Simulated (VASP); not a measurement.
# GaAs (F-43m) in VASP: settings compared

Aim: see how the results for GaAs move with the level of theory and the settings. Levels: PBE, r2SCAN. Tasks: single point.

Program: VASP 6.6.1. These are calculated values, not measurements. Logs are shortened: lines on timing, memory, paths and dates and some standing lists are left out, and cuts for length are marked.

## Step 1: The cell of the first run

The structure is cubic, space group F-43m (No. 216). The conventional cell has a = 5.666 Å, b = 5.666 Å, c = 5.666 Å, α = 90.00°, β = 90.00°, γ = 90.00°. Ga (site symmetry -43m) has 4 As at 2.45 Å within 3.2 Å. As (site symmetry -43m) has 4 Ga at 2.45 Å within 3.2 Å.

## Step 2: Single point, PBE

The input, INCAR:

```
PREC = Accurate
ENCUT = 520
EDIFF = 1E-7
ISMEAR = 0
SIGMA = 0.01
LREAL = False
LASPH = True
NELM = 80
ALGO = Normal
ISIF = 2
LWAVE = False
LCHARG = False
GGA = PE
NBANDS = 16
```

The input, KPOINTS:

```
Automatic mesh
0
Gamma
  6 6 6
```

The input, POSCAR:

```
GaAs
1.0
    0.0000000000      2.8330850957      2.8330850957
    2.8330850957      0.0000000000      2.8330850957
    2.8330850957      2.8330850957      0.0000000000
Ga As
1 1
Direct
    0.0000000000      0.0000000000      0.0000000000
    0.2500000000      0.2500000000      0.2500000000
```

Potentials or basis: VASP PAW PBE potentials, release 64 (Ga_d, As).

Run with:

```sh
> cat potpaw_PBE.64/Ga_d/POTCAR potpaw_PBE.64/As/POTCAR > POTCAR
> mpirun -np 1 vasp_std > vasp.out
```

OUTCAR:

```text
PREC = Accurate
   ENCUT = 520
   EDIFF = 1E-7
   ISMEAR = 0
   LREAL = False
   LASPH = True
   NELM = 80
   ISIF = 2
   GGA = PE

 ion  position               nearest neighbor table
   1  0.000  0.000  0.000-   2 2.45   2 2.45   2 2.45   2 2.45
   2  0.250  0.250  0.250-   1 2.45   1 2.45   1 2.45   1 2.45

  LATTYP: Found a face centered cubic cell.
 ALAT       =     5.6661701914

  Lattice vectors:

 A1 = (   0.0000000000,   2.8330850957,   2.8330850957)
 A2 = (   2.8330850957,   0.0000000000,   2.8330850957)
 A3 = (   2.8330850957,   2.8330850957,   0.0000000000)

Analysis of symmetry for initial positions (statically):
=====================================================================
 Subroutine PRICEL returns:
 Original cell was already a primitive cell.

 Routine SETGRP: Setting up the symmetry group for a
 face centered cubic supercell.

 Subroutine GETGRP returns: Found 24 space group operations
 (whereof 24 operations were pure point group operations)
 out of a pool of 48 trial point group operations.

The static configuration has the point symmetry T_d .

Analysis of symmetry for dynamics (positions and initial velocities):
=====================================================================
 Subroutine PRICEL returns:
 Original cell was already a primitive cell.

 Routine SETGRP: Setting up the symmetry group for a
 face centered cubic supercell.

 Subroutine GETGRP returns: Found 24 space group operations
 (whereof 24 operations were pure point group operations)
 out of a pool of 48 trial point group operations.

The dynamic configuration has the point symmetry T_d .

 Subroutine INISYM returns: Found 24 space group operations
 (whereof 24 operations are pure point group operations),
 and found     1 'primitive' translations

----------------------------------------------------------------------------------------

                                     Primitive cell

  volume of cell :      45.4788

  direct lattice vectors                    reciprocal lattice vectors
     0.000000000  2.833085096  2.833085096    -0.176486051  0.176486051  0.176486051
     2.833085096  0.000000000  2.833085096     0.176486051 -0.176486051  0.176486051
     2.833085096  2.833085096  0.000000000     0.176486051  0.176486051 -0.176486051

  length of vectors
     4.006587366  4.006587366  4.006587366     0.305682807  0.305682807  0.305682807

  position of ions in fractional coordinates (direct lattice)
     0.000000000  0.000000000  0.000000000
     0.250000000  0.250000000  0.250000000

  ion indices of the primitive-cell ions
   primitive index   ion index
                 1           1
                 2           2

----------------------------------------------------------------------------------------

 KPOINTS: Automatic mesh

Automatic generation of k-mesh.
 Grid dimensions read from file:
 generate k-points for:    6    6    6

 Generating k-lattice:

  Cartesian coordinates                     Fractional coordinates (reciprocal lattice)
    -0.029414342  0.029414342  0.029414342     0.166666667  0.000000000  0.000000000
     0.029414342 -0.029414342  0.029414342     0.000000000  0.166666667  0.000000000
     0.029414342  0.029414342 -0.029414342     0.000000000  0.000000000  0.166666667

  Length of vectors
     0.050947134  0.050947134  0.050947134

  Shift w.r.t. Gamma in fractional coordinates (k-lattice)
     0.000000000  0.000000000  0.000000000

 Subroutine IBZKPT returns following result:
 ===========================================

 Found     16 irreducible k-points:

 Following reciprocal coordinates:
            Coordinates               Weight
  0.000000  0.000000  0.000000      1.000000
  0.166667  0.000000  0.000000      8.000000
  0.333333  0.000000  0.000000      8.000000
  0.500000  0.000000  0.000000      4.000000
  0.166667  0.166667  0.000000      6.000000
  0.333333  0.166667  0.000000     24.000000
[... 8 lines left out ...]
 -0.333333  0.333333  0.166667     24.000000
 -0.333333  0.500000  0.166667     12.000000
   k-points           NKPTS =     16   k-points in BZ     NKDIM =     16   number of bands    NBANDS=     16
   number of dos      NEDOS =    301   number of ions     NIONS =      2
   total plane-waves  NPLWV =  27000
   dimension x,y,z NGX =    30 NGY =   30 NGZ =   30
   dimension x,y,z NGXF=    60 NGYF=   60 NGZF=   60
   ions per type =               1   1
   NGX,Y,Z   is equivalent  to a cutoff of  12.45, 12.45, 12.45 a.u.
   NGXF,Y,Z  is equivalent  to a cutoff of  24.90, 24.90, 24.90 a.u.
 SYSTEM =  unknown system
   PREC   = accura    normal or accurate (medium, high low for compatibility)
   ISTART =      0    job   : 0-new  1-cont  2-samecut
   ICHARG =      2    charge: 1-file 2-atom 10-const
   ISPIN  =      1    spin polarized calculation?
   LNONCOLLINEAR =      F non collinear calculations
   LSORBIT =      F    spin-orbit coupling
   LASPH  =      T    aspherical Exc in radial PAW
   ENCUT  =  520.0 eV  38.22 Ry    6.18 a.u.   7.45  7.45  7.45*2*pi/ulx,y,z
   NELM   =     80;   NELMIN=  2; NELMDL= -5     # of ELM steps
   EDIFF  = 0.1E-06   stopping-criterion for ELM
   LREAL  =      F    real-space projection
   EDIFFG = 0.1E-05   stopping-criterion for IOM
   NSW    =      0    number of steps for IOM
   IBRION =     -1    ionic relax: 0-MD 1-quasi-New 2-CG
   NFREE  =      0    steps in history (QN), initial steepest desc. (CG)
   ISIF   =      2    stress and relaxation
   ISYM   =      2    0-nonsym 1-usesym 2-fastsym
   POTIM  = 0.5000    time-step for ionic-motion
   TEBEG  =    0.0;   TEEND  =   0.0 temperature during run
   PSTRESS=    0.0 pullay stress
   NELECT =      18.0000    total number of electrons
   NUPDOWN=      -1.0000    fix difference up-down
   EMIN   =  10.00;   EMAX   =-10.00  energy-range for DOS
   EFERMI =   0.00;   METHOD = LEGACY
   ISMEAR =     0;   SIGMA  =   0.01  broadening in eV -4-tet -1-fermi 0-gaus
   EFERMI_NEDOS =   21; number of points for ismear=-14 and -15
   IALGO  =     38    algorithm
   IMIX   =      4    mixing-type and parameters
     AMIX     =   0.40;   BMIX     =  1.00
     AMIX_MAG =   1.60;   BMIX_MAG =  1.00
  volume/ion in A,a.u.               =      22.74       153.45
  Fermi-wavevector in a.u.,A,eV,Ry     =   1.201977  2.271407 19.656990  1.444748
  Thomas-Fermi vector in A             =   2.337771
   LORBIT       =      0    0 simple, 1 ext, 2 COOP (PROOUT), +10 PAW based schemes
   GGA     = PE    functional components
   LHFCALC =     F    Hartree Fock is set to
   AEXX    =    0.0000 exact exchange contribution
   IVDW    =     0    specifies the selected vdW correction
   LEPSILON=     F    determine dielectric tensor
   LRPA    =     F    only Hartree local field effects (RPA)
 non-spin polarized calculation
 Gauss-broadening in eV      SIGMA  =   0.01
  energy-cutoff  :      520.00
  volume of cell :       45.48
 maximum number of plane-waves:      1243
 NGX is ok and might be reduce to    30
   NGX = 15   NGY = 15   NGZ = 15

 number of electron      17.9999990 magnetization

 Free energy of the ion-electron system (eV)
  ---------------------------------------------------
  ext. energy  EPLUGINS =         0.00000000
  ---------------------------------------------------
  free energy    TOTEN  =        -8.23300363 eV

  energy without entropy =       -8.23300363  energy(sigma->0) =       -8.23300363

 E-fermi :   3.9832     XC(G=0):  -9.5536

 val. band max:        3.8787514471   @ k =   0.0000   0.0000   0.0000
 cond. band min:       4.3469558186   @ k =   0.0000   0.0000   0.0000
 fundamental gap:      0.4682043715
 Fermi energy:         3.9832262297

 k-point     1 :       0.0000    0.0000    0.0000
  band No.  band energies     occupation
      1     -10.9285      2.00000
      2     -10.9285      2.00000
      3     -10.9285      2.00000
      4     -10.8512      2.00000
      5     -10.8512      2.00000
      6      -8.8000      2.00000
[... 8 lines left out ...]
     15      13.9795      0.00000
     16      13.9795      0.00000

 k-point     2 :       0.1667    0.0000    0.0000
  band No.  band energies     occupation
      1     -10.9502      2.00000
      2     -10.9227      2.00000
      3     -10.9227      2.00000
      4     -10.8514      2.00000
      5     -10.8514      2.00000
      6      -8.4827      2.00000
[... 8 lines left out ...]
     15      12.9085      0.00000
     16      12.9085      0.00000

 k-point     3 :       0.3333    0.0000    0.0000
  band No.  band energies     occupation
      1     -10.9882      2.00000
      2     -10.9132      2.00000
      3     -10.9132      2.00000
      4     -10.8496      2.00000
      5     -10.8496      2.00000
      6      -7.6638      2.00000
[... 8 lines left out ...]
     15      13.5234      0.00000
     16      13.5234      0.00000

 k-point     4 :       0.5000    0.0000    0.0000
  band No.  band energies     occupation
      1     -11.0053      2.00000
      2     -10.9096      2.00000
      3     -10.9096      2.00000
      4     -10.8475      2.00000
      5     -10.8475      2.00000
      6      -7.0545      2.00000
[... 8 lines left out ...]
     15      15.7108      0.00000
     16      15.7108      0.00000
[... 172 lines left out ...]
 k-point    14 :       0.5000    0.3333    0.1667
  band No.  band energies     occupation
      1     -11.0113      2.00000
      2     -10.9021      2.00000
      3     -10.8954      2.00000
      4     -10.8613      2.00000
      5     -10.8454      2.00000
      6      -7.0078      2.00000
[... 8 lines left out ...]
     15      14.9611      0.00000
     16      16.9470      0.00000

 k-point    15 :      -0.3333    0.3333    0.1667
  band No.  band energies     occupation
      1     -11.0186      2.00000
      2     -10.9015      2.00000
      3     -10.8906      2.00000
      4     -10.8590      2.00000
      5     -10.8477      2.00000
      6      -6.5099      2.00000
[... 8 lines left out ...]
     15      16.0057      0.00000
     16      16.5507      0.00000

 k-point    16 :      -0.3333    0.5000    0.1667
  band No.  band energies     occupation
      1     -11.0274      2.00000
      2     -10.8937      2.00000
      3     -10.8846      2.00000
      4     -10.8657      2.00000
      5     -10.8443      2.00000
      6      -6.2797      2.00000
[... 8 lines left out ...]
     15      16.0417      0.00000
     16      17.1676      0.00000

------------------------ aborting loop because EDIFF is reached ----------------------------------------

  FORCE on cell =-STRESS in cart. coord.  units (eV):
  Direction    XX          YY          ZZ          XY          YZ          ZX
  --------------------------------------------------------------------------------------
  -------------------------------------------------------------------------------------
  Total        0.8387835      0.8387835      0.8387835      0.0000000      0.0000000      0.0000000
  in kB       29.5496016     29.5496016     29.5496016      0.0000000      0.0000000      0.0000000
  external PRESSURE =      29.5496016 kB  Pullay stress =       0.0000000 kB

 VOLUME and BASIS-vectors are now :
 -----------------------------------------------------------------------------
  energy-cutoff  :      520.00
  volume of cell :       45.48
      direct lattice vectors                 reciprocal lattice vectors
     0.000000000  2.833085096  2.833085096    -0.176486051  0.176486051  0.176486051
     2.833085096  0.000000000  2.833085096     0.176486051 -0.176486051  0.176486051
     2.833085096  2.833085096  0.000000000     0.176486051  0.176486051 -0.176486051

 POSITION                                       TOTAL-FORCE (eV/Angst)
 -----------------------------------------------------------------------------------
      0.00000      0.00000      0.00000         0.000000      0.000000      0.000000
      1.41654      1.41654      1.41654        -0.000000     -0.000000     -0.000000
 -----------------------------------------------------------------------------------
    total drift:                                0.000002      0.000002      0.000002

  FREE ENERGIE OF THE ION-ELECTRON SYSTEM (eV)
  ---------------------------------------------------
  free  energy   TOTEN  =        -8.2330036285 eV

  energy  without entropy=       -8.2330036285  energy(sigma->0) =       -8.23300363
```

Run time: 22 s. Hardware: 1 thread of Intel Xeon Platinum 8488C (Sapphire Rapids), shared host; peak memory 0.16 GiB.

Results:

```yaml
Free_energy: -8.2330 eV
Pressure: 3.0 GPa
Band_gap_on_the_k_mesh: 0.47 eV, direct
```

## Step 3: Single point, PBE

The input, INCAR:

```
SYSTEM = GaAs
PREC = Accurate ; ENCUT = 520
EDIFF = 1E-7 ; ISMEAR = 0
SIGMA = 0.01 ; LREAL = .FALSE.
LASPH = .TRUE. ; NELM = 100
ALGO = Normal ; ISIF = 2
LWAVE = .FALSE. ; LCHARG = .FALSE.
GGA = PE ; NBANDS = 16
```

The input, KPOINTS:

```
Automatic mesh
0
G
  6 6 6
  0 0 0
```

POSCAR is that of step 2.

Potentials or basis: VASP PAW PBE potentials, release 64 (Ga_d, As).

Run with:

```sh
> cat potpaw_PBE.64/Ga_d/POTCAR potpaw_PBE.64/As/POTCAR > POTCAR
> mpirun -np 1 vasp_std > vasp.out
```

Wall time 18 s (1 thread of Intel Xeon Platinum 8488C (Sapphire Rapids), shared host); peak memory 0.16 GiB.

Results (log left out):

```yaml
Free_energy: -8.2330 eV
Pressure: 3.0 GPa
Band_gap_on_the_k_mesh: 0.47 eV, direct
```

Levels at points of the mesh, in eV from the valence-band top:
```csv
k point,band 5,band 6,band 7,band 8,band 9,band 10,band 11,band 12,band 13,band 14
"(0.00, 0.00, 0.00)",-14.73,-12.68,0.00,0.00,0.00,0.47,3.72,3.72,3.72,7.56
"(0.50, 0.00, 0.00)",-14.73,-10.93,-6.61,-1.13,-1.13,0.98,4.63,4.63,7.75,10.35
"(0.50, 0.50, 0.00)",-14.72,-10.20,-6.79,-2.66,-2.66,1.47,1.65,10.11,10.11,10.92
```

A hybrid or GW would open this gap; PBE tends to underestimate it.

## Step 4: Single point, r2SCAN

POSCAR is that of step 3.

The input, INCAR.step1:

```
SYSTEM = GaAs
ALGO = Normal ; EDIFF = 1E-4
ENCUT = 520 ; GGA = PE
ISMEAR = 0 ; LASPH = .True.
LCHARG = .False. ; LREAL = .False.
LWAVE = .True. ; NBANDS = 16
NELM = 60 ; PREC = Accurate
SIGMA = 0.01
```

The input, INCAR.step2:

```
SYSTEM = GaAs
ALGO = Normal ; EDIFF = 1E-7
ENCUT = 520 ; ISIF = 2
ISMEAR = 0 ; ISTART = 1
LASPH = .True. ; LCHARG = .True.
LELF = .True. ; LMIXTAU = .True.
LREAL = .False. ; LVHAR = .True.
LWAVE = .False. ; METAGGA = R2SCAN
NBANDS = 16 ; NELM = 60
PREC = Accurate ; SIGMA = 0.01
```

The input, KPOINTS:

```
k-points
0
Gamma
  6 6 6
  0 0 0
```

Run with:

```sh
> cat potpaw_PBE.64/Ga_d/POTCAR potpaw_PBE.64/As/POTCAR > POTCAR
> cp INCAR.step1 INCAR
> mpirun -np 1 vasp_std > vasp.out
> cp INCAR.step2 INCAR
> mpirun -np 1 vasp_std > vasp.out
```

Run time: 96 s. Hardware: 1 thread of Intel Xeon Platinum 8488C (Sapphire Rapids), shared host; peak memory 0.17 GiB.

Results (log left out):

- Free energy: -27.0362 eV
- Pressure: 0.1 GPa
- Band gap on the k mesh: 0.94 eV, direct

Levels at points of the mesh, in eV from the valence-band top:
```
           k point  band 5  band 6  band 7  band 8  band 9  band 10  band 11  band 12  band 13  band 14
(0.00, 0.00, 0.00)  -15.15  -13.16    0.00    0.00    0.00     0.94     4.04     4.04     4.04     8.22
(0.50, 0.00, 0.00)  -15.14  -11.33   -6.78   -1.18   -1.18     1.34     4.98     4.98     8.28    11.09
(0.50, 0.50, 0.00)  -15.13  -10.56   -6.96   -2.75   -2.75     1.76     1.95    10.81    10.81    11.69
```

Caveat: the PAW data sets were made with another functional, which shifts forces and pressure a little.
